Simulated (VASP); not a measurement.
# HfN (P6_3/mmc) in VASP: notebook

HfN is run at these levels: PBEsol; tasks: single point.

All numbers are computed with VASP 6.6.1; they aren't measurements. Logs are shortened: lines on timing, memory, paths and dates and some standing lists are left out, and cuts for length are marked.

### Step 1. The cell of the first run

It takes space group P6_3/mmc (No. 194, hexagonal). Conventional cell: a = 3.034 Å, b = 3.034 Å, c = 5.229 Å, α = 90.00°, β = 90.00°, γ = 120.00°. Hf (site symmetry -6m2) has 6 N at 2.19 Å within 2.9 Å. Within 2.9 Å of N (site symmetry -3m) lie 6 Hf at 2.19 Å and 2 N at 2.61 Å.

### Step 2. Single point, PBEsol (strain -0.030 along x and y, -0.030 along z)

Contents of INCAR:

```
PREC = Accurate
ENCUT = 520
EDIFF = 1E-6
ISMEAR = 0
SIGMA = 0.15
LREAL = False
LASPH = True
NELM = 60
ALGO = Normal
ISIF = 2
LWAVE = False
LCHARG = False
GGA = PS
NBANDS = 23
```

Contents of KPOINTS:

```
regular mesh
0
Gamma
  18 18 10
```

Contents of POSCAR:

```
HfN
1.0
    3.0338760871      0.0000000000      0.0000000000
   -1.5169380436      2.6274137633      0.0000000000
    0.0000000000      0.0000000000      5.2292078537
Hf N
2 2
Direct
    0.6666666667      0.3333333333      0.7500000000
    0.3333333333      0.6666666667      0.2500000000
    0.0000000000      0.0000000000      0.0000000000
    0.0000000000      0.0000000000      0.5000000000
```

Potentials or basis: VASP PAW PBE potentials, release 64 (Hf_pv, N).

On the command line:

```
$ cat potpaw_PBE.64/Hf_pv/POTCAR potpaw_PBE.64/N/POTCAR > POTCAR
$ mpirun -np 1 vasp_std > vasp.out
```

OUTCAR:

```text
PREC = Accurate
   ENCUT = 520
   EDIFF = 1E-6
   ISMEAR = 0
   LREAL = False
   LASPH = True
   NELM = 60
   ISIF = 2
   GGA = PS

 ion  position               nearest neighbor table
   1  0.667  0.333  0.750-   3 2.19   4 2.19   3 2.19   4 2.19   3 2.19   4 2.19   2 3.15   2 3.15
                             2 3.15   2 3.15   2 3.15   2 3.15
   2  0.333  0.667  0.250-   3 2.19   4 2.19   3 2.19   4 2.19   3 2.19   4 2.19   1 3.15   1 3.15
                             1 3.15   1 3.15   1 3.15   1 3.15
   3  0.000  0.000  0.000-   1 2.19   2 2.19   2 2.19   1 2.19   1 2.19   2 2.19
   4  0.000  0.000  0.500-   1 2.19   2 2.19   2 2.19   1 2.19   1 2.19   2 2.19

  LATTYP: Found a hexagonal cell.
 ALAT       =     3.0338760871
 C/A-ratio  =     1.7236062725

  Lattice vectors:

 A1 = (   3.0338760871,   0.0000000000,   0.0000000000)
 A2 = (  -1.5169380436,   2.6274137633,   0.0000000000)
 A3 = (   0.0000000000,   0.0000000000,   5.2292078537)

Analysis of symmetry for initial positions (statically):
=====================================================================
 Subroutine PRICEL returns:
 Original cell was already a primitive cell.

 Routine SETGRP: Setting up the symmetry group for a
 hexagonal supercell.

 Subroutine GETGRP returns: Found 24 space group operations
 (whereof 12 operations were pure point group operations)
 out of a pool of 24 trial point group operations.

The static configuration has the point symmetry D_3d.
 The point group associated with its full space group is D_6h.

Analysis of symmetry for dynamics (positions and initial velocities):
=====================================================================
 Subroutine PRICEL returns:
 Original cell was already a primitive cell.

 Routine SETGRP: Setting up the symmetry group for a
 hexagonal supercell.

 Subroutine GETGRP returns: Found 24 space group operations
 (whereof 12 operations were pure point group operations)
 out of a pool of 24 trial point group operations.

The dynamic configuration has the point symmetry D_3d.
 The point group associated with its full space group is D_6h.

 Subroutine INISYM returns: Found 24 space group operations
 (whereof 12 operations are pure point group operations),
 and found     1 'primitive' translations

----------------------------------------------------------------------------------------

                                     Primitive cell

  volume of cell :      41.6833

  direct lattice vectors                    reciprocal lattice vectors
     3.033876087  0.000000000  0.000000000     0.329611352  0.190301203  0.000000000
    -1.516938044  2.627413763  0.000000000     0.000000000  0.380602406  0.000000000
     0.000000000  0.000000000  5.229207854     0.000000000  0.000000000  0.191233554

  length of vectors
     3.033876087  3.033876087  5.229207854     0.380602406  0.380602406  0.191233554

  position of ions in fractional coordinates (direct lattice)
     0.666666667  0.333333333  0.750000000
     0.333333333  0.666666667  0.250000000
     0.000000000  0.000000000  0.000000000
     0.000000000  0.000000000  0.500000000

  ion indices of the primitive-cell ions
   primitive index   ion index
                 1           1
                 2           2
                 3           3
                 4           4

----------------------------------------------------------------------------------------

 KPOINTS: regular mesh

Automatic generation of k-mesh.
 Grid dimensions read from file:
 generate k-points for:   18   18   10

 Generating k-lattice:

  Cartesian coordinates                     Fractional coordinates (reciprocal lattice)
     0.018311742  0.010572289  0.000000000     0.055555556  0.000000000  0.000000000
     0.000000000  0.021144578  0.000000000     0.000000000  0.055555556  0.000000000
     0.000000000  0.000000000  0.019123355     0.000000000  0.000000000  0.100000000

  Length of vectors
     0.021144578  0.021144578  0.019123355

  Shift w.r.t. Gamma in fractional coordinates (k-lattice)
     0.000000000  0.000000000  0.000000000

 Subroutine IBZKPT returns following result:
 ===========================================

 Found    222 irreducible k-points:

 Following reciprocal coordinates:
            Coordinates               Weight
  0.000000  0.000000  0.000000      1.000000
  0.055556  0.000000  0.000000      6.000000
  0.111111  0.000000  0.000000      6.000000
  0.166667  0.000000  0.000000      6.000000
  0.222222  0.000000  0.000000      6.000000
  0.277778  0.000000  0.000000      6.000000
[... 16 lines left out ...]
  0.333333  0.111111  0.000000     12.000000
  0.388889  0.111111  0.000000     12.000000
 [... further k-points ...]
   k-points           NKPTS =    222   k-points in BZ     NKDIM =    222   number of bands    NBANDS=     23
   number of dos      NEDOS =    301   number of ions     NIONS =      4
   total plane-waves  NPLWV =  23040
   dimension x,y,z NGX =    24 NGY =   24 NGZ =   40
   dimension x,y,z NGXF=    48 NGYF=   48 NGZF=   80
   ions per type =               2   2
   NGX,Y,Z   is equivalent  to a cutoff of  13.15, 13.15, 12.72 a.u.
   NGXF,Y,Z  is equivalent  to a cutoff of  26.30, 26.30, 25.43 a.u.
 SYSTEM =  unknown system
   PREC   = accura    normal or accurate (medium, high low for compatibility)
   ISTART =      0    job   : 0-new  1-cont  2-samecut
   ICHARG =      2    charge: 1-file 2-atom 10-const
   ISPIN  =      1    spin polarized calculation?
   LNONCOLLINEAR =      F non collinear calculations
   LSORBIT =      F    spin-orbit coupling
   LASPH  =      T    aspherical Exc in radial PAW
   ENCUT  =  520.0 eV  38.22 Ry    6.18 a.u.   5.64  5.64  9.72*2*pi/ulx,y,z
   NELM   =     60;   NELMIN=  2; NELMDL= -5     # of ELM steps
   EDIFF  = 0.1E-05   stopping-criterion for ELM
   LREAL  =      F    real-space projection
   EDIFFG = 0.1E-04   stopping-criterion for IOM
   NSW    =      0    number of steps for IOM
   IBRION =     -1    ionic relax: 0-MD 1-quasi-New 2-CG
   NFREE  =      0    steps in history (QN), initial steepest desc. (CG)
   ISIF   =      2    stress and relaxation
   ISYM   =      2    0-nonsym 1-usesym 2-fastsym
   POTIM  = 0.5000    time-step for ionic-motion
   TEBEG  =    0.0;   TEEND  =   0.0 temperature during run
   PSTRESS=    0.0 pullay stress
   NELECT =      30.0000    total number of electrons
   NUPDOWN=      -1.0000    fix difference up-down
   EMIN   =  10.00;   EMAX   =-10.00  energy-range for DOS
   EFERMI =   0.00;   METHOD = LEGACY
   ISMEAR =     0;   SIGMA  =   0.15  broadening in eV -4-tet -1-fermi 0-gaus
   EFERMI_NEDOS =   21; number of points for ismear=-14 and -15
   IALGO  =     38    algorithm
   IMIX   =      4    mixing-type and parameters
     AMIX     =   0.40;   BMIX     =  1.00
     AMIX_MAG =   1.60;   BMIX_MAG =  1.00
  volume/ion in A,a.u.               =      10.42        70.32
  Fermi-wavevector in a.u.,A,eV,Ry     =   1.467105  2.772426 29.285138  2.152397
  Thomas-Fermi vector in A             =   2.582763
   LORBIT       =      0    0 simple, 1 ext, 2 COOP (PROOUT), +10 PAW based schemes
   GGA     = PS    functional components
   LHFCALC =     F    Hartree Fock is set to
   AEXX    =    0.0000 exact exchange contribution
   IVDW    =     0    specifies the selected vdW correction
   LEPSILON=     F    determine dielectric tensor
   LRPA    =     F    only Hartree local field effects (RPA)
 non-spin polarized calculation
 Gauss-broadening in eV      SIGMA  =   0.15
  energy-cutoff  :      520.00
  volume of cell :       41.68
 maximum number of plane-waves:      1145
 NGX is ok and might be reduce to    24
   NGX = 11   NGY = 11   NGZ = 19

 number of electron      29.9999996 magnetization

 Free energy of the ion-electron system (eV)
  ---------------------------------------------------
  ext. energy  EPLUGINS =         0.00000000
  ---------------------------------------------------
  free energy    TOTEN  =       -45.56810329 eV

  energy without entropy =      -45.56063736  energy(sigma->0) =      -45.56437033

 E-fermi :   8.6711     XC(G=0): -13.4340

 val. band max:        8.6613718889   @ k =   0.1667   0.0000   0.4000
 cond. band min:       8.7024166372   @ k =   0.3889   0.1667   0.5000
 fundamental gap:      0.0410447483
 Fermi energy:         8.6711476967

 k-point     1 :       0.0000    0.0000    0.0000
  band No.  band energies     occupation
      1     -22.9721      2.00000
      2     -21.6961      2.00000
      3     -21.5987      2.00000
      4     -21.5987      2.00000
      5     -21.5147      2.00000
      6     -21.5147      2.00000
[... 15 lines left out ...]
     22      15.0939      0.00000
     23      15.0939      0.00000

 k-point     2 :       0.0556    0.0000    0.0000
  band No.  band energies     occupation
      1     -22.9559      2.00000
      2     -21.6974      2.00000
      3     -21.6386      2.00000
      4     -21.6118      2.00000
      5     -21.5540      2.00000
      6     -21.5173      2.00000
[... 15 lines left out ...]
     22      14.9627      0.00000
     23      15.0760      0.00000

 k-point     3 :       0.1111    0.0000    0.0000
  band No.  band energies     occupation
      1     -22.9084      2.00000
      2     -21.7556      2.00000
      3     -21.7018      2.00000
      4     -21.6614      2.00000
      5     -21.6468      2.00000
      6     -21.5271      2.00000
[... 15 lines left out ...]
     22      14.6299      0.00000
     23      15.0324      0.00000
[... 495 lines left out ...]
 k-point    23 :       0.3333    0.1111    0.0000
  band No.  band energies     occupation
      1     -22.7180      2.00000
      2     -22.4503      2.00000
      3     -22.3576      2.00000
      4     -21.9678      2.00000
      5     -21.8392      2.00000
      6     -21.7462      2.00000
[... 15 lines left out ...]
     22      15.8520      0.00000
     23      16.2866      0.00000

 k-point    24 :       0.3889    0.1111    0.0000
  band No.  band energies     occupation
      1     -22.8104      2.00000
      2     -22.5149      2.00000
      3     -22.2685      2.00000
      4     -22.0072      2.00000
      5     -21.8845      2.00000
      6     -21.7667      2.00000
[... 15 lines left out ...]
     22      15.8858      0.00000
     23      16.8132      0.00000

 [... further k-points ...]
[... 5 lines left out ...]
  --------------------------------------------------------------------------------------
  -------------------------------------------------------------------------------------
  Total        7.3968131      7.3968131      7.6511053     -0.0000000      0.0000000     -0.0000000
  in kB      284.3105729    284.3105729    294.0847794     -0.0000000      0.0000000     -0.0000000
  external PRESSURE =     287.5686418 kB  Pullay stress =       0.0000000 kB

 VOLUME and BASIS-vectors are now :
 -----------------------------------------------------------------------------
  energy-cutoff  :      520.00
  volume of cell :       41.68
      direct lattice vectors                 reciprocal lattice vectors
     3.033876087  0.000000000  0.000000000     0.329611352  0.190301203  0.000000000
    -1.516938044  2.627413763  0.000000000     0.000000000  0.380602406  0.000000000
     0.000000000  0.000000000  5.229207854     0.000000000  0.000000000  0.191233554

 POSITION                                       TOTAL-FORCE (eV/Angst)
 -----------------------------------------------------------------------------------
      1.51694      0.87580      3.92191         0.000000     -0.000000      0.000000
     -0.00000      1.75161      1.30730        -0.000000      0.000000      0.000000
      0.00000      0.00000      0.00000         0.000000      0.000000      0.000000
      0.00000      0.00000      2.61460         0.000000      0.000000      0.000000
 -----------------------------------------------------------------------------------
    total drift:                               -0.000000      0.000000     -0.000000

  FREE ENERGIE OF THE ION-ELECTRON SYSTEM (eV)
  ---------------------------------------------------
  free  energy   TOTEN  =       -45.5681032886 eV

  energy  without entropy=      -45.5606373630  energy(sigma->0) =      -45.56437033
```

It took 90 s on 1 thread of AMD EPYC 9R45 (Zen 5), shared host; peak memory 0.27 GiB.

Results:

- Free energy: -45.5681 eV
- Pressure: 28.8 GPa
- Band gap on the k mesh: zero (band 15 reaches 10.81 eV, above the bottom of band 16 at 8.14 eV)

Caveat: the cell differs from its parent crystal (strain -0.030 along x and y, -0.030 along z); the PAW data sets were made with another functional, which shifts forces and pressure a little; spin-orbit coupling is left out, which moves the levels of the heavy elements.

(Part 1 of 2 ends here.)
